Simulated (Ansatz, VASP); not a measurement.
**Zr: VASP beside Ansatz**

The input INCAR:

```
  ALGO = Normal
  EDIFF = 1E-6
  ENCUT = 520
  GGA = PE
  ISIF = 2
  ISMEAR = 0
  LASPH = True
  LCHARG = False
  LREAL = False
  LWAVE = False
  NBANDS = 19
  NELM = 100
  PREC = Accurate
  SIGMA = 0.03
```

KPOINTS

```
k-points
0
Gamma
  11 11 6
```

The input POSCAR:

```
Zr
1.0
    3.2318821451      0.0000000000      0.0000000000
   -1.6159410725      2.7988920397      0.0000000000
    0.0000000000      0.0000000000      5.1741041053
Zr
2
Direct
    0.3333333333      0.6666666667      0.2500000000
    0.6666666667      0.3333333333      0.7500000000
```

Input for Ansatz:

```yaml
crystal:
  lattice:
    - [3.2318821451, 0.0, 0.0]
    - [-1.6159410725, 2.7988920397, 0.0]
    - [0.0, 0.0, 5.1741041053]
  atoms:
    - { symbol: Zr, position: [0.3333333333, 0.6666666667, 0.25] }
    - { symbol: Zr, position: [0.6666666667, 0.3333333333, 0.75] }
hamiltonian:
  xc: pbe
  pseudopotentials:
    kind: paw
    azcp:
      Zr: "pseudopotentials/Zr.paw.azcp"
basis:
  ecutwfc: 420
  fft_grid_basis: typed
kpoints:
  mp_grid: { grid: [11, 11, 6], shift: [0, 0, 0] }
magnetization:
  spin_polarized: false
scf:
  occupations: { method: gaussian, width: 0.03 }
  lower_state_search: "off"
output:
  stress: true
  write_density: true
  write_potential: true
  elf: true
  volumetric_format: npy
```

Alike in both runs: task single point; functional PBE; k mesh 11 × 11 × 6; occupations gaussian, width 0.03 eV; no spin polarisation.

```csv
,VASP,Ansatz
version,VASP 6.6.1,Ansatz 0.2.0
potentials or method,"VASP PAW PBE potentials, release 64 (Zr_sv), cutoff 520 eV","plane waves (420 eV) with PAW, scalar-relativistic"
valence electrons in the cell,24,24
```

|  | VASP | Ansatz | Ansatz less VASP |
| --- | --- | --- | --- |
| pressure (GPa) | -0.1 | -0.1 | -0.01 |
| traceless stress, the component that is largest in VASP (GPa) | -0.23 | -0.23 | +0.001 |

With one functional, cell and mesh, what is left measures potentials, basis and numerics.
